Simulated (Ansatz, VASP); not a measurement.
## Si in VASP and in Ansatz

POSCAR

```
Si
1.0
    6.9225140729     -1.9236379706     -0.0011725016
    6.9225140729      1.9236379706     -0.0011725016
   -0.7488232908      0.0000000000      6.2940718819
Si
8
Direct
    0.0556241713      0.0556241713      0.8742192278
    0.9443758287      0.9443758287      0.1257807722
    0.5590178866      0.5590178866      0.6534804847
    0.4409821134      0.4409821134      0.3465195153
    0.2128093156      0.2128093156      0.0573830498
    0.7871906844      0.7871906844      0.9426169502
    0.7270604970      0.7270604970      0.5855365019
    0.2729395030      0.2729395030      0.4144634981
```

INCAR.step1

```
PREC = Accurate ; ENCUT = 520
ISMEAR = 0 ; SIGMA = 0.05
LREAL = False ; LASPH = True
NELM = 60 ; NBANDS = 26
GGA = PE ; ALGO = Normal
EDIFF = 1E-4 ; LWAVE = True
LCHARG = False
```

INCAR.step2

```
PREC = Accurate ; ENCUT = 520
EDIFF = 1E-7 ; ISMEAR = 0
SIGMA = 0.05 ; LREAL = False
LASPH = True ; NELM = 60
ALGO = Normal ; ISIF = 2
LWAVE = False ; LCHARG = False
METAGGA = R2SCAN ; LMIXTAU = True
NBANDS = 26 ; ISTART = 1
```

Contents of KPOINTS:

```
regular mesh
0
Gamma
  8 8 4
```

Input for Ansatz:

```yaml
crystal:
  lattice:
    - [6.9225140729, -1.9236379706, -0.0011725016]
    - [6.9225140729, 1.9236379706, -0.0011725016]
    - [-0.7488232908, 0.0, 6.2940718819]
  atoms:
    - { symbol: Si, position: [0.0556241713, 0.0556241713, 0.8742192278] }
    - { symbol: Si, position: [0.9443758287, 0.9443758287, 0.1257807722] }
    - { symbol: Si, position: [0.5590178866, 0.5590178866, 0.6534804847] }
    - { symbol: Si, position: [0.4409821134, 0.4409821134, 0.3465195153] }
    - { symbol: Si, position: [0.2128093156, 0.2128093156, 0.0573830498] }
    - { symbol: Si, position: [0.7871906844, 0.7871906844, 0.9426169502] }
    - { symbol: Si, position: [0.727060497, 0.727060497, 0.5855365019] }
    - { symbol: Si, position: [0.272939503, 0.272939503, 0.4144634981] }
basis:
  ecutwfc: 500
kpoints:
  mp_grid: { grid: [8, 8, 4] }
hamiltonian:
  xc: r2scan
scf:
  occupations: { method: gaussian, width: 0.05 }
output:
  forces: true
  stress: true
  eigenvalues: true
```

Alike in both runs: task single point; functional r2SCAN; k mesh 8 × 8 × 4; occupations gaussian, width 0.05 eV; no spin polarisation.

|  | VASP | Ansatz |
| --- | --- | --- |
| version | VASP 6.6.1 | Ansatz 0.2.0 |
| potentials or method | VASP PAW PBE potentials, release 64 (Si), cutoff 520 eV | scalar-relativistic, plane waves, PAW |
| valence electrons in the cell | 32 | 32 |

|  | VASP | Ansatz | Ansatz less VASP |
| --- | --- | --- | --- |
| gap on the k mesh at the Fermi level (eV) | 0.43 | 0.42 | -0.013 |
| least direct gap on the mesh (eV) | 0.74 | 0.73 | -0.015 |
| pressure (GPa) | -0.2 | 0.0 | +0.22 |
| rms of the force components (eV/Å) | 0.004 | 0.001 | -0.0036 |

VASP's potentials were made for PBE, not for r2SCAN. Atom by atom the forces differ by 0.004 eV/Å (rms over components).
